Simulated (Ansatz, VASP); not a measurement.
# AlGa3N4 in VASP and in Ansatz

```
Al Ga N
1.0
     4.25071   -0.18883   -0.18883
    -0.18883    4.25071   -0.18883
    -0.18883   -0.18883    4.25071
Al Ga N
1 3 4
Direct
  0.00000 0.00000 0.00000
  0.50000 0.50000 0.00000
  0.50000 0.00000 0.50000
  0.00000 0.50000 0.50000
  0.75481 0.75481 0.24519
  0.75481 0.24519 0.75481
  0.24519 0.75481 0.75481
  0.24519 0.24519 0.24519
```

Alike in both runs: task single point; functional LDA; k mesh 6 × 6 × 6; occupations gaussian, width 0.05 eV; no spin polarisation.

|  | VASP | Ansatz |
| --- | --- | --- |
| version | VASP 6.6.1 | Ansatz 0.2.0 |
| potentials or method | VASP PAW LDA potentials, release 64 (Al, Ga_d, N), cutoff 520 eV | scalar-relativistic, plane waves, PAW |
| valence electrons in the cell | 62 | 62 |

|  | VASP | Ansatz | Ansatz less VASP |
| --- | --- | --- | --- |
| gap on the k mesh at the Fermi level (eV) | 2.72 | 2.73 | +0.004 |
| least direct gap on the mesh (eV) | 2.72 | 2.73 | +0.004 |
| rms of the force components (eV/Å) | 2.441 | 2.396 | -0.0449 |

Ansatz warns that its potentials were made for another functional, while VASP's fit it. LDA's correlation is that of Perdew and Zunger in VASP and of Perdew and Wang (1992) in Ansatz. Atom by atom the forces differ by 0.047 eV/Å (rms over components).
